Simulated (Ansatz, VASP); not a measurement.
**One calculation of ZnSe, two programs**

File INCAR:

```
ALGO = Normal
EDIFF = 1E-7
EDIFFG = -0.002
ENCUT = 500
GGA = PS
GGA_COMPAT = False
IBRION = 2
ISIF = 3
ISMEAR = 0
LASPH = True
LCHARG = False
LREAL = False
LWAVE = False
NELM = 120
NELMIN = 4
NSW = 100
PREC = Accurate
SIGMA = 0.02
```

KPOINTS

```
k-points
0
Gamma
  8 8 8
```

File POSCAR:

```
ZnSe
1.0
    0.0000000000      2.8250000000      2.8250000000
    2.8250000000      0.0000000000      2.8250000000
    2.8250000000      2.8250000000      0.0000000000
Zn Se
1 1
Direct
    0.0000000000      0.0000000000      0.0000000000
    0.2500000000      0.2500000000      0.2500000000
```

Input for Ansatz:

```yaml
crystal:
  lattice:
    - [0.0, 2.825, 2.825]
    - [2.825, 0.0, 2.825]
    - [2.825, 2.825, 0.0]
  atoms:
    - { symbol: Zn, position: [0.0, 0.0, 0.0] }
    - { symbol: Se, position: [0.25, 0.25, 0.25] }
basis:
  ecutwfc: 420
kpoints:
  mp_grid: { grid: [8, 8, 8] }
hamiltonian:
  xc: pbesol
  pseudopotentials: { kind: paw, azcp: { folder: soft_1 } }
scf:
  occupations: { method: gaussian, width: 0.02 }
output:
  forces: true
  stress: true
  eigenvalues: true
relax:
  adjacent_minimum: "off"
  f_tol: 0.002
  max_steps: 80
  cell: { stress_tol: 0.02 }
```

Alike in both runs: task relaxation of cell and atoms; functional PBEsol; k mesh 8 × 8 × 8; occupations gaussian, width 0.02 eV; no spin polarisation.

|  | VASP | Ansatz |
| --- | --- | --- |
| version | VASP 6.6.1 | Ansatz 0.2.0 |
| potentials or method | VASP PAW PBE potentials, release 64 (Zn, Se), cutoff 500 eV | scalar-relativistic, plane waves, PAW |
| valence electrons in the cell | 18 | 28 |

|  | VASP | Ansatz | Ansatz less VASP |
| --- | --- | --- | --- |
| gap on the k mesh at the Fermi level, each at its own relaxed structure (eV) | 1.23 | 1.23 | +0.008 |
| relaxed volume (Å³/atom) | 22.44 | 22.35 | -0.090 |
| relaxed cell length with the largest relative difference (Å) | 3.989 | 3.984 | -0.0053 |

VASP's potentials were made for PBE, not for PBEsol, and Ansatz warns of the same on its side. VASP's potentials hold 18 valence electrons a cell and Ansatz's 28, so a difference there can come from the potentials and not from the codes.
